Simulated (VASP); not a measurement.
# Cr2Ni (Fd-3m) in VASP: single point with PBE

Aim: the single point of Cr2Ni with PBE.

Everything below comes from runs of VASP 6.6.1. Logs are shortened: lines on timing, memory, paths and dates and some standing lists are left out, and cuts for length are marked.

## (1) The cell of the first run

The structure is cubic, space group Fd-3m (No. 227). Conventional cell: a = 6.563 Å, b = 6.563 Å, c = 6.563 Å, α = 90.00°, β = 90.00°, γ = 90.00°. Within 3.1 Å of Cr (site symmetry -3m) lie 6 Cr at 2.32 Å and 6 Ni at 2.72 Å. Ni (site symmetry -43m) has 12 Cr at 2.72 Å and 4 Ni at 2.84 Å within 3.6 Å.

## (2) Single point, PBE, collinear spin, ferromagnetic start

INCAR reads:

```
PREC = Accurate
ENCUT = 520
EDIFF = 1E-6
ISMEAR = -1
SIGMA = 0.1
LREAL = F
LASPH = T
NELM = 150
ALGO = Normal
ISIF = 2
LWAVE = F
LCHARG = F
ISPIN = 2
MAGMOM = 3.9 3.9 3.9 3.9 2 2
LORBIT = 11
LMAXMIX = 4
GGA = PE
NBANDS = 47
```

KPOINTS reads:

```
regular mesh
0
Gamma
  7 7 7
```

POSCAR reads:

```
Cr2Ni
1.0
    0.0000000000      3.2815080000      3.2815080000
    3.2815080000      0.0000000000      3.2815080000
    3.2815080000      3.2815080000      0.0000000000
Cr Ni
4 2
Direct
    0.1250000000      0.1250000000      0.6250000000
    0.1250000000      0.6250000000      0.1250000000
    0.6250000000      0.1250000000      0.1250000000
    0.1250000000      0.1250000000      0.1250000000
    0.7500000000      0.7500000000      0.7500000000
    0.5000000000      0.5000000000      0.5000000000
```

Potentials or basis: VASP PAW PBE potentials, release 64 (Cr_pv, Ni).

Command:

```sh
cat potpaw_PBE.64/Cr_pv/POTCAR potpaw_PBE.64/Ni/POTCAR > POTCAR
mpirun -np 1 vasp_std > vasp.out
```

OUTCAR:

```text
PREC = Accurate
   ENCUT = 520
   EDIFF = 1E-6
   ISMEAR = -1
   LREAL = F
   LASPH = T
   NELM = 150
   ISIF = 2
   ISPIN = 2
   LORBIT = 11
   GGA = PE

 ion  position               nearest neighbor table
   1  0.125  0.125  0.625-   4 2.32   2 2.32   3 2.32   4 2.32   2 2.32   3 2.32   5 2.72   5 2.72
                             6 2.72   6 2.72   5 2.72   6 2.72
   2  0.125  0.625  0.125-   4 2.32   1 2.32   1 2.32   3 2.32   4 2.32   3 2.32   6 2.72   5 2.72
                             5 2.72   6 2.72   5 2.72   6 2.72
   3  0.625  0.125  0.125-   4 2.32   1 2.32   2 2.32   1 2.32   2 2.32   4 2.32   6 2.72   5 2.72
                             6 2.72   5 2.72   6 2.72   5 2.72
   4  0.125  0.125  0.125-   1 2.32   2 2.32   3 2.32   1 2.32   2 2.32   3 2.32   5 2.72   6 2.72
                             5 2.72   6 2.72   5 2.72   6 2.72
   5  0.750  0.750  0.750-   1 2.72   2 2.72   3 2.72   2 2.72   3 2.72   4 2.72   1 2.72   3 2.72
                             4 2.72   1 2.72   2 2.72   4 2.72   6 2.84   6 2.84   6 2.84   6 2.84
   6  0.500  0.500  0.500-   1 2.72   2 2.72   4 2.72   1 2.72   3 2.72   4 2.72   2 2.72   3 2.72
                             4 2.72   1 2.72   2 2.72   3 2.72   5 2.84   5 2.84   5 2.84   5 2.84

  LATTYP: Found a face centered cubic cell.
 ALAT       =     6.5630160000

  Lattice vectors:

 A1 = (   0.0000000000,   3.2815080000,   3.2815080000)
 A2 = (   3.2815080000,   0.0000000000,   3.2815080000)
 A3 = (   3.2815080000,   3.2815080000,   0.0000000000)

Analysis of symmetry for initial positions (statically):
=====================================================================
 Subroutine PRICEL returns:
 Original cell was already a primitive cell.

 Routine SETGRP: Setting up the symmetry group for a
 face centered cubic supercell.

 Subroutine GETGRP returns: Found 48 space group operations
 (whereof 24 operations were pure point group operations)
 out of a pool of 48 trial point group operations.

The static configuration has the point symmetry T_d .
 The point group associated with its full space group is O_h .

Analysis of symmetry for dynamics (positions and initial velocities):
=====================================================================
 Subroutine PRICEL returns:
 Original cell was already a primitive cell.

 Routine SETGRP: Setting up the symmetry group for a
 face centered cubic supercell.

 Subroutine GETGRP returns: Found 48 space group operations
 (whereof 24 operations were pure point group operations)
 out of a pool of 48 trial point group operations.

The dynamic configuration has the point symmetry T_d .
 The point group associated with its full space group is O_h .

Analysis of structural, dynamic, and magnetic symmetry:
=====================================================================
 Subroutine PRICEL returns:
 Original cell was already a primitive cell.

 Routine SETGRP: Setting up the symmetry group for a
 face centered cubic supercell.

 Subroutine GETGRP returns: Found 48 space group operations
 (whereof 24 operations were pure point group operations)
 out of a pool of 48 trial point group operations.

The overall configuration has the point symmetry T_d .
 The point group associated with its full space group is O_h .

 Subroutine INISYM returns: Found 48 space group operations
 (whereof 24 operations are pure point group operations),
 and found     1 'primitive' translations

----------------------------------------------------------------------------------------

                                     Primitive cell

  volume of cell :      70.6725

  direct lattice vectors                    reciprocal lattice vectors
     0.000000000  3.281508000  3.281508000    -0.152368972  0.152368972  0.152368972
     3.281508000  0.000000000  3.281508000     0.152368972 -0.152368972  0.152368972
     3.281508000  3.281508000  0.000000000     0.152368972  0.152368972 -0.152368972

  length of vectors
     4.640753119  4.640753119  4.640753119     0.263910801  0.263910801  0.263910801

  position of ions in fractional coordinates (direct lattice)
     0.125000000  0.125000000  0.625000000
     0.125000000  0.625000000  0.125000000
     0.625000000  0.125000000  0.125000000
     0.125000000  0.125000000  0.125000000
     0.750000000  0.750000000  0.750000000
     0.500000000  0.500000000  0.500000000

[... 58 lines left out ...]
   number of dos      NEDOS =    301   number of ions     NIONS =      6
   total plane-waves  NPLWV =  46656
   dimension x,y,z NGX =    36 NGY =   36 NGZ =   36
   dimension x,y,z NGXF=    72 NGYF=   72 NGZF=   72
   ions per type =               4   2
   NGX,Y,Z   is equivalent  to a cutoff of  12.90, 12.90, 12.90 a.u.
   NGXF,Y,Z  is equivalent  to a cutoff of  25.79, 25.79, 25.79 a.u.
 SYSTEM =  unknown system
   PREC   = accura    normal or accurate (medium, high low for compatibility)
   ISTART =      0    job   : 0-new  1-cont  2-samecut
   ICHARG =      2    charge: 1-file 2-atom 10-const
   ISPIN  =      2    spin polarized calculation?
   LNONCOLLINEAR =      F non collinear calculations
   LSORBIT =      F    spin-orbit coupling
   LASPH  =      T    aspherical Exc in radial PAW
   ENCUT  =  520.0 eV  38.22 Ry    6.18 a.u.   8.63  8.63  8.63*2*pi/ulx,y,z
   NELM   =    150;   NELMIN=  2; NELMDL= -5     # of ELM steps
   EDIFF  = 0.1E-05   stopping-criterion for ELM
   LREAL  =      F    real-space projection
   EDIFFG = 0.1E-04   stopping-criterion for IOM
   NSW    =      0    number of steps for IOM
   IBRION =     -1    ionic relax: 0-MD 1-quasi-New 2-CG
   NFREE  =      0    steps in history (QN), initial steepest desc. (CG)
   ISIF   =      2    stress and relaxation
   ISYM   =      2    0-nonsym 1-usesym 2-fastsym
   POTIM  = 0.5000    time-step for ionic-motion
   TEBEG  =    0.0;   TEEND  =   0.0 temperature during run
   PSTRESS=    0.0 pullay stress
   NELECT =      68.0000    total number of electrons
   NUPDOWN=      -1.0000    fix difference up-down
   EMIN   =  10.00;   EMAX   =-10.00  energy-range for DOS
   EFERMI =   0.00;   METHOD = LEGACY
   ISMEAR =    -1;   SIGMA  =   0.10  broadening in eV -4-tet -1-fermi 0-gaus
   EFERMI_NEDOS =   21; number of points for ismear=-14 and -15
   IALGO  =     38    algorithm
   IMIX   =      4    mixing-type and parameters
     AMIX     =   0.40;   BMIX     =  1.00
     AMIX_MAG =   1.60;   BMIX_MAG =  1.00
  volume/ion in A,a.u.               =      11.78        79.49
  Fermi-wavevector in a.u.,A,eV,Ry     =   1.616197  3.054170 35.539686  2.612093
  Thomas-Fermi vector in A             =   2.710822
   LORBIT       =     11    0 simple, 1 ext, 2 COOP (PROOUT), +10 PAW based schemes
   GGA     = PE    functional components
   LHFCALC =     F    Hartree Fock is set to
   AEXX    =    0.0000 exact exchange contribution
   IVDW    =     0    specifies the selected vdW correction
   LEPSILON=     F    determine dielectric tensor
   LRPA    =     F    only Hartree local field effects (RPA)
 spin polarized calculation
  energy-cutoff  :      520.00
  volume of cell :       70.67
 maximum number of plane-waves:      1922
   NGX = 17   NGY = 17   NGZ = 17

 number of electron      68.0000005 magnetization      -0.0015889

 number of electron      68.0000005 magnetization       0.0012612

 Free energy of the ion-electron system (eV)
  ---------------------------------------------------
  ext. energy  EPLUGINS =         0.00000000
  ---------------------------------------------------
  free energy    TOTEN  =       -47.55639540 eV

  energy without entropy =      -47.35962112  energy(sigma->0) =      -47.45800826

 E-fermi :   9.9577     XC(G=0): -13.2407

 val. band max:        9.9537924290   @ k =   0.4286   0.1429   0.0000
 cond. band min:       9.9750336649   @ k =  -0.4286   0.4286   0.0000
 fundamental gap:      0.0212412359
 Fermi energy:         9.9576655560

 spin component 1

 k-point     1 :       0.0000    0.0000    0.0000
  band No.  band energies     occupation
      1     -34.1473      1.00000
      2     -33.4808      1.00000
      3     -33.4808      1.00000
      4     -33.4808      1.00000
      5     -33.2775      1.00000
      6     -33.2775      1.00000
[... 969 lines left out ...]
     45      12.4172      0.00000
     46      12.9401      0.00000
 Fermi energy:         9.9576655560

 spin component 2

 k-point     1 :       0.0000    0.0000    0.0000
  band No.  band energies     occupation
      1     -34.1473      1.00000
      2     -33.4807      1.00000
      3     -33.4807      1.00000
      4     -33.4807      1.00000
      5     -33.2774      1.00000
      6     -33.2774      1.00000
[... 969 lines left out ...]
     45      12.4173      0.00000
     46      12.9403      0.00000
 [bands above 46 left out]

------------------------ aborting loop because EDIFF is reached ----------------------------------------

  FORCE on cell =-STRESS in cart. coord.  units (eV):
  Direction    XX          YY          ZZ          XY          YZ          ZX
  --------------------------------------------------------------------------------------
  -------------------------------------------------------------------------------------
  Total       -0.0697271     -0.0697271     -0.0697271      0.0000000      0.0000000      0.0000000
  in kB       -1.5807455     -1.5807455     -1.5807455      0.0000000      0.0000000      0.0000000
  external PRESSURE =      -1.5807455 kB  Pullay stress =       0.0000000 kB

 VOLUME and BASIS-vectors are now :
 -----------------------------------------------------------------------------
  energy-cutoff  :      520.00
  volume of cell :       70.67
      direct lattice vectors                 reciprocal lattice vectors
     0.000000000  3.281508000  3.281508000    -0.152368972  0.152368972  0.152368972
     3.281508000  0.000000000  3.281508000     0.152368972 -0.152368972  0.152368972
     3.281508000  3.281508000  0.000000000     0.152368972  0.152368972 -0.152368972

 POSITION                                       TOTAL-FORCE (eV/Angst)
 -----------------------------------------------------------------------------------
      2.46113      2.46113      0.82038        -0.000000     -0.000000      0.000000
      2.46113      0.82038      2.46113        -0.000000     -0.000000      0.000000
      0.82038      2.46113      2.46113        -0.000000     -0.000000      0.000000
      0.82038      0.82038      0.82038        -0.000000     -0.000000      0.000000
      4.92226      4.92226      4.92226         0.000000      0.000000     -0.000000
      3.28151      3.28151      3.28151        -0.000000     -0.000000      0.000000
 -----------------------------------------------------------------------------------
    total drift:                                0.000000      0.000000      0.000000

  FREE ENERGIE OF THE ION-ELECTRON SYSTEM (eV)
  ---------------------------------------------------
  free  energy   TOTEN  =       -47.5563954011 eV

  energy  without entropy=      -47.3596211199  energy(sigma->0) =      -47.45800826

 total charge

# of ion       s       p       d       tot
------------------------------------------
    1        0.452   6.371   4.362  11.185
    2        0.452   6.371   4.362  11.185
    3        0.452   6.371   4.362  11.185
    4        0.452   6.371   4.362  11.185
    5        0.449   0.465   8.267   9.181
    6        0.449   0.465   8.267   9.181
--------------------------------------------------
tot          2.707  26.414  33.982  63.103

 magnetization (x)

# of ion       s       p       d       tot
------------------------------------------
    1       -0.000   0.000   0.000   0.000
    2       -0.000   0.000   0.000   0.000
    3       -0.000   0.000   0.000   0.000
    4       -0.000   0.000   0.000   0.000
    5       -0.000  -0.000   0.000   0.000
    6       -0.000  -0.000   0.000   0.000
--------------------------------------------------
tot         -0.000   0.000   0.001   0.000
```

Run time: 3.2 min. Hardware: 1 thread of AMD EPYC 7R43 (Zen 3), shared host; peak memory 0.26 GiB.

What came out:

```
Free energy                                           : -47.5564 eV
Pressure                                              : -0.2 GPa
Band gap on the k mesh                                : zero (filled and empty bands overlap)
Net moment                                            : 0.00 μB per cell
Valence electrons inside the program's atomic spheres : Cr 11.19; Ni 9.18
```

Levels at points of the mesh, in eV from the Fermi level:
Spin up:
| k point | band 30 | band 31 | band 32 | band 33 | band 34 | band 35 | band 36 | band 37 | band 38 | band 39 |
| --- | --- | --- | --- | --- | --- | --- | --- | --- | --- | --- |
| (0.00, 0.00, 0.00) | -1.27 | -1.22 | -1.22 | 1.23 | 1.23 | 1.23 | 1.70 | 1.70 | 1.71 | 1.71 |
Spin down:
| k point | band 32 | band 33 | band 34 | band 35 | band 36 | band 37 |
| --- | --- | --- | --- | --- | --- | --- |
| (0.00, 0.00, 0.00) | -1.22 | 1.23 | 1.23 | 1.23 | 1.70 | 1.70 |

Caveat: the starting moments collapsed, and a magnetic state may lie lower.
